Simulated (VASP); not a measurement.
# BiSe3 (Pm-3m) in VASP: further runs, part 2 of 2

VASP 6.6.1. The steps go on from the part before.

## Step 4: Relaxation of cell and atoms, PBE

This run uses another cell than the first one, of 23.59 Å³/atom, 0.837 times its volume.

Contents of INCAR:

```
SYSTEM = BiSe3
  ALGO = Normal
  EDIFF = 1E-7
  EDIFFG = -0.01
  ENCUT = 600
  GGA = PE
  IBRION = 2
  ISIF = 3
  ISMEAR = 0
  LASPH = .True.
  LCHARG = .False.
  LREAL = .False.
  LWAVE = .False.
  NELM = 80
  NSW = 100
  PREC = Accurate
  SIGMA = 0.1
```

Contents of KPOINTS:

```
k-points
0
Gamma
  10 10 10
  0 0 0
```

Contents of POSCAR:

```
BiSe3
1.0
    4.5528011808      0.0000000000      0.0000000000
    0.0000000000      4.5528011808      0.0000000000
    0.0000000000      0.0000000000      4.5528011808
Bi Se
1 3
Direct
    0.0000000000      0.0000000000      0.0000000000
    0.0000000000      0.5000000000      0.5000000000
    0.5000000000      0.0000000000      0.5000000000
    0.5000000000      0.5000000000      0.0000000000
```

Potentials or basis: VASP PAW PBE potentials, release 64 (Bi_d, Se).

On the command line:

```
> cat potpaw_PBE.64/Bi_d/POTCAR potpaw_PBE.64/Se/POTCAR > POTCAR
> mpirun -np 1 vasp_std > vasp.out
```

OUTCAR:

```text
SYSTEM = BiSe3
   EDIFF = 1E-7
   EDIFFG = -0.01
   ENCUT = 600
   GGA = PE
   IBRION = 2
   ISIF = 3
   ISMEAR = 0
   LASPH = .True.
   LREAL = .False.
   NELM = 80
   NSW = 100
   PREC = Accurate

 ion  position               nearest neighbor table
   1  0.000  0.000  0.000-   2 3.22   3 3.22   4 3.22   2 3.22   3 3.22   2 3.22   4 3.22   2 3.22
                             3 3.22   4 3.22   3 3.22   4 3.22
   2  0.000  0.500  0.500-   1 3.22   1 3.22   1 3.22   1 3.22
   3  0.500  0.000  0.500-   1 3.22   1 3.22   1 3.22   1 3.22
   4  0.500  0.500  0.000-   1 3.22   1 3.22   1 3.22   1 3.22

  LATTYP: Found a simple cubic cell.
 ALAT       =     4.5528011808

  Lattice vectors:

 A1 = (   4.5528011808,   0.0000000000,   0.0000000000)
 A2 = (   0.0000000000,   4.5528011808,   0.0000000000)
 A3 = (   0.0000000000,   0.0000000000,   4.5528011808)

Analysis of symmetry for initial positions (statically):
=====================================================================
 Subroutine PRICEL returns:
 Original cell was already a primitive cell.

 Routine SETGRP: Setting up the symmetry group for a
 simple cubic supercell.

 Subroutine GETGRP returns: Found 48 space group operations
 (whereof 48 operations were pure point group operations)
 out of a pool of 48 trial point group operations.

The static configuration has the point symmetry O_h .

Analysis of symmetry for dynamics (positions and initial velocities):
=====================================================================
 Subroutine PRICEL returns:
 Original cell was already a primitive cell.

 Routine SETGRP: Setting up the symmetry group for a
 simple cubic supercell.

 Subroutine GETGRP returns: Found 48 space group operations
 (whereof 48 operations were pure point group operations)
 out of a pool of 48 trial point group operations.

[... 124 lines left out ...]
     AMIX_MAG =   1.60;   BMIX_MAG =  1.00
  volume/ion in A,a.u.               =      23.59       159.21
  Fermi-wavevector in a.u.,A,eV,Ry     =   1.153367  2.179547 18.099219  1.330255
  Thomas-Fermi vector in A             =   2.290011
   LORBIT       =      0    0 simple, 1 ext, 2 COOP (PROOUT), +10 PAW based schemes
   GGA     = PE    functional components
   LHFCALC =     F    Hartree Fock is set to
   AEXX    =    0.0000 exact exchange contribution
   IVDW    =     0    specifies the selected vdW correction
   LEPSILON=     F    determine dielectric tensor
   LRPA    =     F    only Hartree local field effects (RPA)
 conjugate gradient relaxation of ions
 non-spin polarized calculation
 Gauss-broadening in eV      SIGMA  =   0.10
  energy-cutoff  :      600.00
  volume of cell :       94.37
 maximum number of plane-waves:      3178
   NGX = 19   NGY = 19   NGZ = 19

--------------------------------------- Ionic step        1  -------------------------------------------

 number of electron      33.0000006 magnetization

 Free energy of the ion-electron system (eV)
  ---------------------------------------------------
  ext. energy  EPLUGINS =         0.00000000
  ---------------------------------------------------
  free energy    TOTEN  =       -12.82076040 eV

  energy without entropy =      -12.79667408  energy(sigma->0) =      -12.80871724

------------------------ aborting loop because EDIFF is reached ----------------------------------------

  FORCE on cell =-STRESS in cart. coord.  units (eV):
  Direction    XX          YY          ZZ          XY          YZ          ZX
  --------------------------------------------------------------------------------------
  -------------------------------------------------------------------------------------
  Total       -0.2740689     -0.2740689     -0.2740689      0.0000000     -0.0000000      0.0000000
  in kB       -4.6530132     -4.6530132     -4.6530132      0.0000000     -0.0000000      0.0000000
  external PRESSURE =      -4.6530132 kB  Pullay stress =       0.0000000 kB
[... 63 lines left out ...]
--------------------------------------- Ionic step        3  -------------------------------------------

 number of electron      33.0000005 magnetization

 Free energy of the ion-electron system (eV)
  ---------------------------------------------------
  ext. energy  EPLUGINS =         0.00000000
  ---------------------------------------------------
  free energy    TOTEN  =       -12.82178323 eV

  energy without entropy =      -12.79794964  energy(sigma->0) =      -12.80986644

 E-fermi :   6.0050     XC(G=0): -10.3963

 val. band max:        5.9987612018   @ k =   0.3000   0.0000   0.0000
 cond. band min:       6.0102660292   @ k =   0.1000   0.1000   0.1000
 fundamental gap:      0.0115048273
 Fermi energy:         6.0049851685

 k-point     1 :       0.0000    0.0000    0.0000
  band No.  band energies     occupation
      1     -17.4469      2.00000
      2     -17.4469      2.00000
      3     -17.4355      2.00000
      4     -17.4355      2.00000
      5     -17.4355      2.00000
      6      -9.1645      2.00000
[... 541 lines left out ...]
     19       6.7987      0.00000
     20       8.8374      0.00000

 [... further k-points ...]
[... 5 lines left out ...]
  --------------------------------------------------------------------------------------
  -------------------------------------------------------------------------------------
  Total        0.0007052      0.0007052      0.0007052      0.0000000      0.0000000     -0.0000000
  in kB        0.0120626      0.0120626      0.0120626      0.0000000      0.0000000     -0.0000000
  external PRESSURE =       0.0120626 kB  Pullay stress =       0.0000000 kB
[... 19 lines left out ...]
  FREE ENERGIE OF THE ION-ELECTRON SYSTEM (eV)
  ---------------------------------------------------
  free  energy   TOTEN  =       -12.8217832333 eV

  energy  without entropy=      -12.7979496409  energy(sigma->0) =      -12.80986644

 reached required accuracy - stopping structural energy minimisation
```

CONTCAR:

```text
BiSe3
   1.00000000000000
     4.5415057605717015   -0.0000000000000000    0.0000000000000000
     0.0000000000000000    4.5415057605717015   -0.0000000000000000
     0.0000000000000000   -0.0000000000000000    4.5415057605717015
  Bi              Se
     1     3
Direct
     0.0000000000000000    0.0000000000000000    0.0000000000000000
     0.0000000000000000    0.5000000000000000    0.5000000000000000
     0.5000000000000000    0.0000000000000000    0.5000000000000000
     0.5000000000000000    0.5000000000000000    0.0000000000000000

  0.00000000E+00  0.00000000E+00  0.00000000E+00
  0.00000000E+00  0.00000000E+00  0.00000000E+00
  0.00000000E+00  0.00000000E+00  0.00000000E+00
  0.00000000E+00  0.00000000E+00  0.00000000E+00
```

Wall time 2.4 min (1 thread of Intel Xeon Platinum 8488C (Sapphire Rapids), shared host); peak memory 0.28 GiB.

What came out:

| Item | Value |
| --- | --- |
| Free energy | -12.8218 eV |
| Relaxed volume | 23.42 Å³/atom |
| Relaxed cell | a = 4.542 Å, b = 4.542 Å, c = 4.542 Å, α = 90.00°, β = 90.00°, γ = 90.00° |
| Space group after relaxing (to 0.05 Å) | Pm-3m (No. 221) |
| Energy gained by relaxing | 0.3 meV/atom |
| Ionic steps | 3 |
| Pressure after relaxing | 0.0 GPa |

The path:
```csv
step,energy change (eV),largest force (eV/Å),pressure (GPa),volume (Å³)
1,0.0000,0.0000,-0.47,94.37
2,-0.0009,0.0000,0.16,93.44
3,-0.0010,0.0000,0.00,93.67
```

Final structure:
```
Bi Se
1.0
     4.54151    0.00000    0.00000
     0.00000    4.54151    0.00000
     0.00000    0.00000    4.54151
Bi Se
1 3
Direct
  0.00000 0.00000 0.00000
  0.00000 0.50000 0.50000
  0.50000 0.00000 0.50000
  0.50000 0.50000 0.00000
```

Levels at points of the mesh, in eV from the Fermi level:
```csv
k point,band 13,band 14,band 15,band 16,band 17,band 18,band 19,band 20
"(0.00, 0.00, 0.00)",-1.19,-1.19,-1.19,0.02,0.02,0.02,3.97,3.97
"(0.50, 0.00, 0.00)",-3.47,-2.21,-1.78,-1.13,-0.30,0.34,0.34,2.03
"(0.50, 0.50, 0.00)",-3.24,-2.29,-2.29,-2.10,-0.65,0.96,1.16,3.09
"(0.50, 0.50, 0.50)",-5.82,0.98,0.98,0.98,1.28,1.28,4.08,4.08
```

Caveat: spin-orbit coupling is left out, which moves the levels of the heavy elements.

## Step 5: Summary

| task | cell | k mesh | cutoff (eV) | gap on the mesh (eV) | pressure (GPa) | relaxed volume (Å³/atom) |
| --- | --- | --- | --- | --- | --- | --- |
| relaxation of cell and atoms | relaxed from a = 4.832 Å, 4 atoms | 4 × 4 × 4 | 600 | none | 0.0 | 23.59 |
| single point | a = 4.541 Å, 4 atoms | 10 × 10 × 10 | 520 | none | 0.0 | - |
| relaxation of cell and atoms | relaxed from a = 4.553 Å, 4 atoms | 10 × 10 × 10 | 600 | none | 0.0 | 23.42 |

Alike in all rows: level PBE; potentials or basis VASP PAW PBE potentials, release 64 (Bi_d, Se); no spin polarisation; smearing gaussian 0.1 eV.

Caveats: spin-orbit coupling is left out, which moves the levels of the heavy elements; the volume moved by over 15 % at a fixed basis, so the end points are rough (some runs).

Absolute energies hang on the potentials; compare differences alone.
